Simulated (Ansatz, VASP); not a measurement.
# One calculation of Cd, two programs

Contents of INCAR:

```
SYSTEM = Cd
ALGO     = Normal         ! electronic algorithm
EDIFF    = 1E-7           ! SCF threshold, eV
ENCUT    = 520            ! plane-wave cutoff, eV
GGA      = CA             ! functional
ISIF     = 2              ! what is computed and relaxed
ISMEAR   = -1             ! smearing method
LASPH    = .TRUE.         ! aspherical terms in the spheres
LCHARG   = .FALSE.        ! write CHGCAR
LREAL    = .FALSE.        ! projectors in reciprocal space
LWAVE    = .FALSE.        ! write WAVECAR
NBANDS   = 32             ! bands
NELM     = 100            ! most SCF steps
PREC     = Accurate       ! precision mode
SIGMA    = 0.1            ! smearing width, eV
```

File KPOINTS:

```
k-points
0
G
  13 13 4
  0 0 0
```

File POSCAR:

```
Cd
1.0
    3.0264474163      0.0000000000      0.0000000000
   -1.5132237081      2.6209803457      0.0000000000
    0.0000000000      0.0000000000      9.6170310950
Cd
4
Direct
    1.0000000000      0.0000000000      1.0000000000
    1.0000000000      1.0000000000      0.5000000000
    0.3333333333      0.6666666667      0.2500000000
    0.6666666667      0.3333333333      0.7500000000
```

Input for Ansatz:

```yaml
crystal:
  lattice:
    - [3.0264474163, 0.0, 0.0]
    - [-1.5132237081, 2.6209803457, 0.0]
    - [0.0, 0.0, 9.617031095]
  atoms:
    - { symbol: Cd, position: [1.0, 0.0, 1.0] }
    - { symbol: Cd, position: [1.0, 1.0, 0.5] }
    - { symbol: Cd, position: [0.3333333333, 0.6666666667, 0.25] }
    - { symbol: Cd, position: [0.6666666667, 0.3333333333, 0.75] }
hamiltonian:
  xc: lda
  pseudopotentials:
    kind: paw
    azcp:
      Cd: "pseudopotentials/Cd.paw.azcp"
basis:
  ecutwfc: 420
  fft_grid_basis: typed
kpoints:
  mp_grid: { grid: [13, 13, 4], shift: [0, 0, 0] }
magnetization:
  spin_polarized: false
scf:
  occupations: { method: fermi_dirac, width: 0.1 }
  lower_state_search: "off"
output:
  stress: true
  write_density: true
  write_potential: true
  elf: true
  volumetric_format: npy
```

Alike in both runs: task single point; functional LDA; k mesh 13 × 13 × 4; occupations fermi-dirac, width 0.1 eV; no spin polarisation.

```csv
,VASP,Ansatz
version,VASP 6.6.1,Ansatz 0.2.0
potentials or method,"VASP PAW LDA potentials, release 64 (Cd), cutoff 520 eV","plane waves (420 eV) with PAW, scalar-relativistic"
valence electrons in the cell,48,80
```

|  | VASP | Ansatz | Ansatz less VASP |
| --- | --- | --- | --- |
| pressure (GPa) | 4.1 | 3.3 | -0.78 |
| traceless stress, the component that is largest in VASP (GPa) | 0.27 | 0.23 | -0.032 |

Ansatz warns that its potentials were made for another functional, while VASP's fit it. LDA's correlation is that of Perdew and Zunger in VASP and of Perdew and Wang (1992) in Ansatz. VASP's potentials hold 48 valence electrons a cell and Ansatz's 80, so a difference there can come from the potentials and not from the codes.
